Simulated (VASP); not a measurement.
# RuBr4 in VASP: single point with PBE

Aim: the single point of RuBr4 with PBE.

Program: VASP 6.6.1. These are calculated values, not measurements. Logs are shortened: lines on timing, memory, paths and dates and some standing lists are left out, and cuts for length are marked.

## Step 1: The cell of the first run

The typed cell holds 5 atoms: a = 5.835 Å, b = 5.835 Å, c = 4.935 Å, α = 90.00°, β = 90.00°, γ = 120.00°.

## Step 2: Single point, PBE, collinear spin, ferromagnetic start

INCAR reads:

```
PREC = Accurate ; ENCUT = 520
EDIFF = 1E-6 ; ISMEAR = 0
SIGMA = 0.15 ; LREAL = F
LASPH = T ; NELM = 150
ALGO = Normal ; ISIF = 2
LWAVE = F ; LCHARG = F
ISPIN = 2 ; MAGMOM = 1 0 0 0 0
LORBIT = 11 ; LMAXMIX = 4
GGA = PE ; NBANDS = 33
```

KPOINTS reads:

```
Automatic mesh
0
Gamma
  2 2 3
```

POSCAR reads:

```
RuBr4
1.0
    5.8351613295      0.0000000000      0.0000000000
   -2.9175806647      5.0533979465      0.0000000000
    0.0000000000      0.0000000000      4.9345082633
Ru Br
1 4
Direct
    0.0000000000      0.0000000000      0.4214786510
    0.5000000000      0.0000000000      0.4214395926
    0.0000000000      0.5000000000      0.4214395926
    0.5000000000      0.5000000000      0.4214395926
    0.0000000000      0.0000000000     -0.0785197689
```

Potentials or basis: VASP PAW PBE potentials, release 64 (Ru_pv, Br).

Launch:

```console
$ cat potpaw_PBE.64/Ru_pv/POTCAR potpaw_PBE.64/Br/POTCAR > POTCAR
$ mpirun -np 1 vasp_std > vasp.out
```

OUTCAR:

```text
PREC = Accurate
   ENCUT = 520
   EDIFF = 1E-6
   ISMEAR = 0
   LREAL = F
   LASPH = T
   NELM = 150
   ISIF = 2
   ISPIN = 2
   LORBIT = 11
   GGA = PE

 ion  position               nearest neighbor table
   1  0.000  0.000  0.421-   5 2.47   5 2.47   3 2.92   3 2.92   2 2.92   2 2.92   4 2.92   4 2.92

   2  0.500  0.000  0.421-   1 2.92   1 2.92
   3  0.000  0.500  0.421-   1 2.92   1 2.92
   4  0.500  0.500  0.421-   1 2.92   1 2.92
   5  0.000  0.000  0.921-   1 2.47   1 2.47

  LATTYP: Found a hexagonal cell.
 ALAT       =     5.8351613295
 C/A-ratio  =     0.8456507001

  Lattice vectors:

 A1 = (   5.8351613295,   0.0000000000,   0.0000000000)
 A2 = (  -2.9175806647,   5.0533979465,   0.0000000000)
 A3 = (   0.0000000000,   0.0000000000,   4.9345082633)

Analysis of symmetry for initial positions (statically):
=====================================================================
 Subroutine PRICEL returns:
 Original cell was already a primitive cell.

 Routine SETGRP: Setting up the symmetry group for a
 hexagonal supercell.

 Subroutine GETGRP returns: Found 12 space group operations
 (whereof 12 operations were pure point group operations)
 out of a pool of 24 trial point group operations.

The static configuration has the point symmetry C_6v.

Analysis of symmetry for dynamics (positions and initial velocities):
=====================================================================
 Subroutine PRICEL returns:
 Original cell was already a primitive cell.

 Routine SETGRP: Setting up the symmetry group for a
 hexagonal supercell.

 Subroutine GETGRP returns: Found 12 space group operations
 (whereof 12 operations were pure point group operations)
 out of a pool of 24 trial point group operations.

The dynamic configuration has the point symmetry C_6v.

Analysis of structural, dynamic, and magnetic symmetry:
=====================================================================
 Subroutine PRICEL returns:
 Original cell was already a primitive cell.

 Routine SETGRP: Setting up the symmetry group for a
 hexagonal supercell.

 Subroutine GETGRP returns: Found 12 space group operations
 (whereof 12 operations were pure point group operations)
 out of a pool of 24 trial point group operations.

The overall configuration has the point symmetry C_6v.

 Subroutine INISYM returns: Found 12 space group operations
[... 110 lines left out ...]
   IVDW    =     0    specifies the selected vdW correction
   LEPSILON=     F    determine dielectric tensor
   LRPA    =     F    only Hartree local field effects (RPA)
 spin polarized calculation
 Gauss-broadening in eV      SIGMA  =   0.15
  energy-cutoff  :      520.00
  volume of cell :      145.51
 maximum number of plane-waves:      3948
 NGX is ok and might be reduce to    48
   NGX = 21   NGY = 21   NGZ = 19

 number of electron      41.9999995 magnetization       2.4974676

 Free energy of the ion-electron system (eV)
  ---------------------------------------------------
  ext. energy  EPLUGINS =         0.00000000
  ---------------------------------------------------
  free energy    TOTEN  =       -14.38795666 eV

  energy without entropy =      -14.36407783  energy(sigma->0) =      -14.37601724

 E-fermi :   1.9828     XC(G=0):  -8.5184

 val. band max:        1.8542387919   @ k =   0.5000   0.0000   0.0000
 cond. band min:       2.1409637890   @ k =   0.5000   0.0000   0.0000
 fundamental gap:      0.2867249971
 Fermi energy:         1.9827585738

 spin component 1

 k-point     1 :       0.0000    0.0000    0.0000
  band No.  band energies     occupation
      1     -41.1738      1.00000
      2     -40.6246      1.00000
      3     -40.6246      1.00000
      4     -14.5081      1.00000
      5     -13.2508      1.00000
      6     -12.5111      1.00000
[... 133 lines left out ...]
     32      11.3628      0.00000
     33      11.8051      0.00000
 Fermi energy:         1.9827585738

 spin component 2

 k-point     1 :       0.0000    0.0000    0.0000
  band No.  band energies     occupation
      1     -39.7393      1.00000
      2     -39.5305      1.00000
      3     -39.5305      1.00000
      4     -14.3464      1.00000
      5     -13.0233      1.00000
      6     -12.3611      1.00000
[... 133 lines left out ...]
     32      11.4750      0.00000
     33      11.9399      0.00000

------------------------ aborting loop because EDIFF is reached ----------------------------------------

  FORCE on cell =-STRESS in cart. coord.  units (eV):
  Direction    XX          YY          ZZ          XY          YZ          ZX
  --------------------------------------------------------------------------------------
  -------------------------------------------------------------------------------------
  Total        0.0114985      0.0114985      0.0695531      0.0000000      0.0000000      0.0000000
  in kB        0.1266110      0.1266110      0.7658559      0.0000000      0.0000000      0.0000000
  external PRESSURE =       0.3396926 kB  Pullay stress =       0.0000000 kB

 VOLUME and BASIS-vectors are now :
 -----------------------------------------------------------------------------
  energy-cutoff  :      520.00
  volume of cell :      145.51
      direct lattice vectors                 reciprocal lattice vectors
     5.835161329  0.000000000  0.000000000     0.171374868  0.098943326  0.000000000
    -2.917580665  5.053397946  0.000000000     0.000000000  0.197886652  0.000000000
     0.000000000  0.000000000  4.934508263     0.000000000  0.000000000  0.202654438

 POSITION                                       TOTAL-FORCE (eV/Angst)
 -----------------------------------------------------------------------------------
      0.00000      0.00000      2.07979        -0.000000      0.000000     -0.000673
      2.91758      0.00000      2.07960         0.000000     -0.000000      0.000303
     -1.45879      2.52670      2.07960        -0.000000     -0.000000      0.000303
      1.45879      2.52670      2.07960        -0.000000     -0.000000      0.000303
      0.00000      0.00000      4.54705         0.000000     -0.000000     -0.000237
 -----------------------------------------------------------------------------------
    total drift:                                0.000000      0.000000     -0.000503

  FREE ENERGIE OF THE ION-ELECTRON SYSTEM (eV)
  ---------------------------------------------------
  free  energy   TOTEN  =       -14.3879566563 eV

  energy  without entropy=      -14.3640778286  energy(sigma->0) =      -14.37601724

 total charge

# of ion       s       p       d       tot
------------------------------------------
    1        0.209   6.107   5.989  12.305
    2        1.650   3.051   0.038   4.739
    3        1.650   3.051   0.038   4.739
    4        1.650   3.051   0.038   4.739
    5        1.609   3.211   0.046   4.866
--------------------------------------------------
tot          6.767  18.471   6.149  31.387

 magnetization (x)

# of ion       s       p       d       tot
------------------------------------------
    1        0.033   0.008   1.570   1.611
    2        0.007   0.127   0.002   0.135
    3        0.007   0.127   0.002   0.135
    4        0.007   0.127   0.002   0.135
    5        0.014   0.175   0.009   0.199
--------------------------------------------------
tot          0.067   0.564   1.585   2.215
```

OSZICAR:

```text
N       E                     dE             d eps       ncg     rms          rms(c)
DAV:   1     0.277942394373E+03    0.27794E+03   -0.20164E+04   592   0.110E+03
DAV:   2     0.518804987773E+01   -0.27275E+03   -0.26174E+03   650   0.246E+02
DAV:   3    -0.143905117428E+02   -0.19579E+02   -0.19254E+02   658   0.622E+01
DAV:   4    -0.146728938758E+02   -0.28238E+00   -0.28191E+00   638   0.805E+00
DAV:   5    -0.146779702976E+02   -0.50764E-02   -0.50757E-02   760   0.101E+00    0.148E+01
DAV:   6    -0.160963299204E+02   -0.14184E+01   -0.24107E+01   574   0.138E+01    0.149E+01
DAV:   7    -0.143199007469E+02    0.17764E+01   -0.47645E+00   585   0.117E+01    0.686E+00
DAV:   8    -0.144181541998E+02   -0.98253E-01   -0.79168E-01   603   0.370E+00    0.424E+00
DAV:   9    -0.143821675417E+02    0.35987E-01   -0.20252E-01   586   0.192E+00    0.146E+00
DAV:  10    -0.143848766619E+02   -0.27091E-02   -0.16383E-02   656   0.549E-01    0.674E-01
DAV:  11    -0.143878779201E+02   -0.30013E-02   -0.76616E-03   614   0.465E-01    0.210E-01
DAV:  12    -0.143879767442E+02   -0.98824E-04   -0.13481E-03   614   0.161E-01    0.961E-02
DAV:  13    -0.143879504811E+02    0.26263E-04   -0.10793E-04   630   0.460E-02    0.572E-02
DAV:  14    -0.143879578086E+02   -0.73276E-05   -0.51599E-05   656   0.316E-02    0.238E-02
DAV:  15    -0.143879560855E+02    0.17231E-05   -0.63160E-06   638   0.131E-02    0.114E-02
DAV:  16    -0.143879566563E+02   -0.57072E-06   -0.43599E-06   488   0.875E-03
   1 F= -.14387957E+02 E0= -.14376017E+02  d E =-.238788E-01  mag=     2.4980
```

Wall time 35 s (1 thread of AMD EPYC 9R45 (Zen 5), shared host); peak memory 0.32 GiB.

What came out:

```yaml
Free_energy: -14.3880 eV
Pressure: 0.0 GPa
Net_moment: 2.50 μB per cell
Site_moments: Ru +1.61; Br +0.14, +0.20 μB
Valence_electrons_inside_the_program's_atomic_spheres: Ru 12.30; Br 4.74, 4.87
```

Levels at points of the mesh, in eV from the Fermi level:
Spin up:
```
           k point  band 18  band 19  band 20  band 21  band 22  band 23  band 24  band 25  band 26  band 27
(0.00, 0.00, 0.00)    -1.74    -1.39    -1.24    -1.24    -0.57     0.52     0.52     1.97     4.53     7.33
(0.50, 0.00, 0.00)    -2.13    -1.33    -1.23    -1.21    -0.52    -0.32     1.24     4.93     6.03     6.29
```
Spin down:
| k point | band 17 | band 18 | band 19 | band 20 | band 21 | band 22 | band 23 | band 24 |
| --- | --- | --- | --- | --- | --- | --- | --- | --- |
| (0.00, 0.00, 0.00) | -0.68 | -0.68 | -0.53 | -0.46 | -0.33 | -0.33 | 0.82 | 0.82 |
| (0.50, 0.00, 0.00) | -1.96 | -1.90 | -0.30 | -0.28 | -0.13 | 0.16 | 0.40 | 1.80 |

Caveat: the k points lie up to 0.62 Å⁻¹ apart.
